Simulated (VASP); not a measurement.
## Zr: electric field gradients with PBEsol

Zr:

```
Zr
1.0
     3.22119    0.00000    0.00000
    -1.61059    2.78963    0.00000
     0.00000    0.00000    5.12979
Zr
2
Cartesian
  0.0000 1.8598 1.2824
  1.6106 0.9299 3.8473
```

```yaml
Program: VASP 6.6.1
Task: electric field gradients
Functional: PBEsol
Potentials_or_basis: VASP PAW PBE potentials, release 64 (Zr_sv)
Cutoff: 520 eV
k_mesh: 13 × 13 × 7
Occupations: fermi-dirac, width 0.08 eV
Spin: no spin polarisation
Dipole_correction: no
Further_INCAR_settings: ALGO = Normal; EDIFF = 1e-08; NBANDS = 19
```

The pressure is -2.3 GPa, the band gap on the k mesh is zero (bands 12 and 13 overlap by 1.10 eV) and the largest electric field gradient by atom is Zr +42.6 V/Å².

Stress tensor (GPa, compression positive):
```
-2.56  0.00  0.00
 0.00 -2.56  0.00
 0.00  0.00 -1.83
```

Levels at points of the mesh, in eV from the Fermi level:
```
           k point  band 10  band 11  band 12  band 13  band 14  band 15
(0.00, 0.00, 0.00)    -3.06     0.87     0.87     1.03     1.23     1.57
```

Electric field gradients, principal values (V/Å²):
```csv
atom,least,middle,greatest (by size)
1 Zr,-21.311,-21.311,42.623
2 Zr,-21.311,-21.311,42.623
```

It took 54 s on 1 thread of Intel(R) Xeon(R) Platinum 8259CL CPU @ 2.50GHz (Skylake/Cascade Lake), with other jobs on the host, peak memory 0.19 GiB.

Caveat: without QUAD_EFG the Cq values of the log hold for a quadrupole moment of 1 mb, not for the nuclei; the PAW data sets were made with another functional, which shifts forces and pressure a little.
